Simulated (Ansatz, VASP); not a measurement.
Two plane-wave programs on TiCo

```
CELL_PARAMETERS angstrom
2.98872 0.00000 0.00000
0.00000 2.98872 0.00000
0.00000 0.00000 2.98872
ATOMIC_POSITIONS crystal
Ti 0.00000 0.00000 0.00000
Co 0.50000 0.50669 0.50000
```

Alike in both runs: task single point; functional r2SCAN; k mesh 12 × 12 × 12; occupations gaussian, width 0.05 eV; collinear spin.

|  | VASP | Ansatz |
| --- | --- | --- |
| version | VASP 6.6.1 | Ansatz 0.2.0 |
| potentials or method | VASP PAW PBE potentials, release 64 (Ti_sv, Co), cutoff 520 eV | scalar-relativistic, plane waves, PAW |
| valence electrons in the cell | 21 | 29 |

|  | VASP | Ansatz | Ansatz less VASP |
| --- | --- | --- | --- |
| gap on the k mesh at the Fermi level (eV) | none | none | - |
| pressure (GPa) | 0.3 | 0.0 | -0.31 |
| rms of the force components (eV/Å) | 0.066 | 0.065 | -0.0006 |
| net moment per atom (μB) | 0.45 | 0.45 | 0.000 |
| size of the moment on the site where the two differ most (μB) | 1.38 | 1.41 | +0.029 |

VASP's potentials were made for PBE, not for r2SCAN. Site moments also hang on the region over which each program counts them. Atom by atom the forces differ by 0.001 eV/Å (rms over components). A gap of «none» marks a metal or a gap that the smearing closes. VASP's potentials hold 21 valence electrons a cell and Ansatz's 29, so a difference there can come from the potentials and not from the codes. Ansatz's warnings: stability check not made.
